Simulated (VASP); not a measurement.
A run of VASP 6.6.1 is set up as follows.

Contents of INCAR:

```
ALGO     = Normal         # electronic algorithm
EDIFF    = 1E-6           # SCF threshold, eV
EDIFFG   = -0.005         # ionic threshold
ENCUT    = 600            # plane-wave cutoff, eV
GGA      = PS             # functional
IBRION   = 2              # ionic algorithm
ISIF     = 3              # what is computed and relaxed
ISMEAR   = 0              # smearing method
LASPH    = True           # aspherical terms in the spheres
LCHARG   = False          # write CHGCAR
LREAL    = False          # projectors in reciprocal space
LWAVE    = False          # write WAVECAR
NELM     = 60             # most SCF steps
NSW      = 100            # ionic steps
PREC     = Accurate       # precision mode
SIGMA    = 0.02           # smearing width, eV
```

The input KPOINTS:

```
k-points
0
Gamma
  8 8 8
```

Contents of POSCAR:

```
ZnSe
1.0
    0.0000000000      2.8324425400      2.8324425400
    2.8324425400      0.0000000000      2.8324425400
    2.8324425400      2.8324425400      0.0000000000
Zn Se
1 1
Direct
    0.0000000000      0.0000000000      0.0000000000
    0.2500000000      0.2500000000      0.2500000000
```

Potentials or basis: VASP PAW PBE potentials, release 64 (Zn, Se).

Command:

```console
$ cat potpaw_PBE.64/Zn/POTCAR potpaw_PBE.64/Se/POTCAR > POTCAR
$ mpirun -np 1 vasp_std > vasp.out
```

(1) Estimate the band gap on the k mesh.

(2) Predict the relaxed volume.

(3) What does it give for the relaxed cell?

(4) Predict the space group after relaxing (to 0.05 Å).

## Answers

(1) 1.23 eV, direct.

(2) 22.44 Å³/atom.

(3) a = 3.989 Å, b = 3.989 Å, c = 3.989 Å, α = 60.00°, β = 60.00°, γ = 60.00°.

(4) F-43m (No. 216).

Caveat: the PAW data sets were made with another functional, which shifts forces and pressure a little.
